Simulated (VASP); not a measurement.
# TiO3 (Pm-3m) in VASP: a series of runs, part 2 of 2

VASP 6.6.1.

### Step 3. Single point, r2SCAN, collinear spin

This run uses another cell than the first one, of 9.08 Å³/atom.

POSCAR reads:

```
TiO3
1.0
    3.3119204885      0.0000000000      0.0000000000
    0.0000000000      3.3119204885      0.0000000000
    0.0000000000      0.0000000000      3.3119204885
Ti O
1 3
Direct
    0.0000000000      0.0000000000      0.0000000000
    0.0000000000      0.5000000000      0.5000000000
    0.5000000000      0.0000000000      0.5000000000
    0.5000000000      0.5000000000      0.0000000000
```

INCAR.step1 reads:

```
ALGO = Normal
EDIFF = 1E-4
ENCUT = 520
GGA = PE
ISMEAR = 0
ISPIN = 2
LASPH = T
LCHARG = F
LMAXMIX = 4
LREAL = F
LWAVE = T
MAGMOM = 1 0 0 0
NBANDS = 27
NELM = 150
PREC = Accurate
SIGMA = 0.1
```

INCAR.step2 reads:

```
ALGO = Normal
EDIFF = 1E-6
ENCUT = 520
ISIF = 2
ISMEAR = 0
ISPIN = 2
ISTART = 1
LASPH = T
LCHARG = F
LMAXMIX = 4
LMIXTAU = T
LORBIT = 11
LREAL = F
LWAVE = F
MAGMOM = 1 0 0 0
METAGGA = R2SCAN
NBANDS = 27
NELM = 150
PREC = Accurate
SIGMA = 0.1
```

KPOINTS reads:

```
k-points
0
Gamma
  6 6 6
```

Potentials or basis: VASP PAW PBE potentials, release 64 (Ti_sv, O).

Run with:

```bash
> cat potpaw_PBE.64/Ti_sv/POTCAR potpaw_PBE.64/O/POTCAR > POTCAR
> cp INCAR.step1 INCAR
> mpirun -np 1 vasp_std > vasp.out
> cp INCAR.step2 INCAR
> mpirun -np 1 vasp_std > vasp.out
```

OUTCAR:

```text
EDIFF = 1E-6
   ENCUT = 520
   ISIF = 2
   ISMEAR = 0
   ISPIN = 2
   ISTART = 1
   LASPH = T
   LORBIT = 11
   LREAL = F
   METAGGA = R2SCAN
   NELM = 150
   PREC = Accurate

 ion  position               nearest neighbor table
   1  0.000  0.000  0.000-   2 2.34   3 2.34   4 2.34   2 2.34   3 2.34   2 2.34   4 2.34   2 2.34
                             3 2.34   4 2.34   3 2.34   4 2.34
   2  0.000  0.500  0.500-   1 2.34   1 2.34   1 2.34   1 2.34
   3  0.500  0.000  0.500-   1 2.34   1 2.34   1 2.34   1 2.34
   4  0.500  0.500  0.000-   1 2.34   1 2.34   1 2.34   1 2.34

  LATTYP: Found a simple cubic cell.
 ALAT       =     3.3119204885

  Lattice vectors:

 A1 = (   3.3119204885,   0.0000000000,   0.0000000000)
 A2 = (   0.0000000000,   3.3119204885,   0.0000000000)
 A3 = (   0.0000000000,   0.0000000000,   3.3119204885)

Analysis of symmetry for initial positions (statically):
=====================================================================
 Subroutine PRICEL returns:
 Original cell was already a primitive cell.

 Routine SETGRP: Setting up the symmetry group for a
 simple cubic supercell.

 Subroutine GETGRP returns: Found 48 space group operations
 (whereof 48 operations were pure point group operations)
 out of a pool of 48 trial point group operations.

The static configuration has the point symmetry O_h .

Analysis of symmetry for dynamics (positions and initial velocities):
=====================================================================
 Subroutine PRICEL returns:
 Original cell was already a primitive cell.

 Routine SETGRP: Setting up the symmetry group for a
 simple cubic supercell.

 Subroutine GETGRP returns: Found 48 space group operations
 (whereof 48 operations were pure point group operations)
 out of a pool of 48 trial point group operations.

The dynamic configuration has the point symmetry O_h .

Analysis of structural, dynamic, and magnetic symmetry:
=====================================================================
[... 159 lines left out ...]

 E-fermi :   6.2371     XC(G=0): -13.0504

 val. band max:        6.2169371778   @ k =   0.5000   0.5000   0.5000
 cond. band min:       6.2601427965   @ k =   0.3333   0.1667   0.1667
 fundamental gap:      0.0432056187
 Fermi energy:         6.2370746306

 spin component 1

 k-point     1 :       0.0000    0.0000    0.0000
  band No.  band energies     occupation
      1     -54.9839      1.00000
      2     -30.0015      1.00000
      3     -30.0015      1.00000
      4     -30.0015      1.00000
      5     -15.1126      1.00000
      6     -11.1387      1.00000
[... 589 lines left out ...]
     26      27.2370      0.00000
     27      27.2370      0.00000
 Fermi energy:         6.2370746306

 spin component 2

 k-point     1 :       0.0000    0.0000    0.0000
  band No.  band energies     occupation
      1     -54.9840      1.00000
      2     -30.0015      1.00000
      3     -30.0015      1.00000
      4     -30.0015      1.00000
      5     -15.1126      1.00000
      6     -11.1387      1.00000
[... 589 lines left out ...]
     26      27.2370      0.00000
     27      27.2370      0.00000

------------------------ aborting loop because EDIFF is reached ----------------------------------------

  FORCE on cell =-STRESS in cart. coord.  units (eV):
  Direction    XX          YY          ZZ          XY          YZ          ZX
  --------------------------------------------------------------------------------------
  -------------------------------------------------------------------------------------
  Total       -5.2422616     -5.2422616     -5.2422616     -0.0000000      0.0000000     -0.0000000
  in kB     -231.2009245   -231.2009245   -231.2009245     -0.0000000      0.0000000     -0.0000000
  external PRESSURE =    -231.2009245 kB  Pullay stress =       0.0000000 kB

 VOLUME and BASIS-vectors are now :
 -----------------------------------------------------------------------------
  energy-cutoff  :      520.00
  volume of cell :       36.33
      direct lattice vectors                 reciprocal lattice vectors
     3.311920489  0.000000000  0.000000000     0.301939616  0.000000000  0.000000000
     0.000000000  3.311920489  0.000000000     0.000000000  0.301939616  0.000000000
     0.000000000  0.000000000  3.311920489     0.000000000  0.000000000  0.301939616

 POSITION                                       TOTAL-FORCE (eV/Angst)
 -----------------------------------------------------------------------------------
      0.00000      0.00000      0.00000         0.000000      0.000000      0.000000
      0.00000      1.65596      1.65596         0.000000      0.000000      0.000000
      1.65596      0.00000      1.65596         0.000000      0.000000      0.000000
      1.65596      1.65596      0.00000         0.000000      0.000000      0.000000
 -----------------------------------------------------------------------------------
    total drift:                               -0.000000      0.000000      0.000000

  FREE ENERGIE OF THE ION-ELECTRON SYSTEM (eV)
  ---------------------------------------------------
  free  energy   TOTEN  =       -34.3878832466 eV

  energy  without entropy=      -34.3731036129  energy(sigma->0) =      -34.38049343

 total charge

# of ion       s       p       d       tot
------------------------------------------
    1        2.116   6.095   1.477   9.688
    2        1.616   3.242   0.000   4.858
    3        1.616   3.242   0.000   4.858
    4        1.616   3.242   0.000   4.858
--------------------------------------------------
tot          6.966  15.821   1.477  24.264

 magnetization (x)

# of ion       s       p       d       tot
------------------------------------------
    1        0.000   0.000  -0.000   0.000
    2        0.000   0.000   0.000   0.000
    3        0.000   0.000   0.000   0.000
    4        0.000   0.000   0.000   0.000
--------------------------------------------------
tot          0.000   0.000  -0.000   0.000
```

OUTCAR.step1:

```text
EDIFF = 1E-4
   ENCUT = 520
   GGA = PE
   ISMEAR = 0
[... 1445 lines left out ...]
      0.00000      0.00000      0.00000         0.000000      0.000000      0.000000
      0.00000      1.65596      1.65596         0.000000      0.000000      0.000000
      1.65596      0.00000      1.65596         0.000000      0.000000      0.000000
      1.65596      1.65596      0.00000         0.000000      0.000000      0.000000
 -----------------------------------------------------------------------------------
    total drift:                                0.000000      0.000000      0.000000

  FREE ENERGIE OF THE ION-ELECTRON SYSTEM (eV)
  ---------------------------------------------------
  free  energy   TOTEN  =       -25.9194604764 eV

  energy  without entropy=      -25.9036732134  energy(sigma->0) =      -25.91156684
```

OSZICAR.step1:

```text
N       E                     dE             d eps       ncg     rms          rms(c)
DAV:   1     0.290441033368E+03    0.29044E+03   -0.14802E+04  2160   0.126E+03
DAV:   2    -0.116140215655E+02   -0.30206E+03   -0.27792E+03  2264   0.367E+02
DAV:   3    -0.345779331363E+02   -0.22964E+02   -0.22318E+02  2765   0.104E+02
DAV:   4    -0.351534047100E+02   -0.57547E+00   -0.57335E+00  2522   0.161E+01
DAV:   5    -0.351647726537E+02   -0.11368E-01   -0.11367E-01  2512   0.217E+00    0.181E+01
DAV:   6    -0.280385830660E+02    0.71262E+01   -0.85144E+00  2667   0.458E+01    0.201E+01
DAV:   7    -0.283418239658E+02   -0.30324E+00   -0.22550E+01  2322   0.407E+01    0.935E+00
DAV:   8    -0.270947434152E+02    0.12471E+01   -0.64354E-01  2385   0.778E+00    0.674E+00
DAV:   9    -0.259413786035E+02    0.11534E+01   -0.36668E-01  2872   0.121E+01    0.211E+00
DAV:  10    -0.260021011690E+02   -0.60723E-01   -0.18945E-01  2519   0.502E+00    0.219E+00
DAV:  11    -0.259459852246E+02    0.56116E-01   -0.83571E-02  2440   0.513E+00    0.140E+00
DAV:  12    -0.259216655375E+02    0.24320E-01   -0.21685E-02  2441   0.171E+00    0.491E-01
DAV:  13    -0.259192454501E+02    0.24201E-02   -0.61313E-03  2579   0.870E-01    0.170E-01
DAV:  14    -0.259194035507E+02   -0.15810E-03   -0.70077E-04  2315   0.411E-01    0.163E-01
DAV:  15    -0.259194604764E+02   -0.56926E-04   -0.96812E-05  1921   0.947E-02
   1 F= -.25919460E+02 E0= -.25911567E+02  d E =-.157873E-01  mag=     0.0027
```

It took 84 s on 1 thread of Intel Xeon 6975P-C (Granite Rapids), shared host; peak memory 0.2 GiB.

What came out:

| Property | Result |
| --- | --- |
| Free energy | -34.3879 eV |
| Pressure | -23.1 GPa |
| Band gap on the k mesh | zero (filled and empty bands overlap) |
| Net moment | 0.00 μB per cell |
| Valence electrons inside the program's atomic spheres | Ti 9.69; O 4.86 |

Levels at points of the mesh, in eV from the Fermi level:
Spin up:
| k point | band 11 | band 12 | band 13 | band 14 | band 15 | band 16 | band 17 | band 18 | band 19 | band 20 |
| --- | --- | --- | --- | --- | --- | --- | --- | --- | --- | --- |
| (0.00, 0.00, 0.00) | -1.96 | -1.96 | -1.96 | -0.04 | -0.04 | 0.34 | 0.34 | 0.34 | 0.69 | 0.69 |
| (0.50, 0.00, 0.00) | -4.22 | -2.96 | -2.96 | -1.95 | -0.52 | -0.52 | 0.77 | 1.01 | 2.54 | 2.92 |
| (0.50, 0.50, 0.00) | -4.22 | -3.24 | -3.24 | -2.08 | -0.88 | 0.62 | 1.37 | 1.42 | 2.38 | 2.93 |
| (0.50, 0.50, 0.50) | -6.07 | -0.02 | -0.02 | -0.02 | 0.67 | 0.67 | 1.13 | 1.13 | 1.13 | 1.28 |
Spin down:
```tsv
k point	band 13	band 14	band 15	band 16	band 17	band 18
(0.00, 0.00, 0.00)	-1.96	-0.04	-0.04	0.34	0.34	0.34
(0.50, 0.00, 0.00)	-2.96	-1.95	-0.52	-0.52	0.77	1.01
(0.50, 0.50, 0.00)	-3.24	-2.08	-0.88	0.62	1.37	1.42
(0.50, 0.50, 0.50)	-0.02	-0.02	0.67	0.67	1.13	1.13
```

Caveat: the cell stands under tension; the PAW data sets were made with another functional, which shifts forces and pressure a little; semilocal functionals often make such compounds metallic where correlation or magnetic order opens a gap, which also shifts bond lengths.
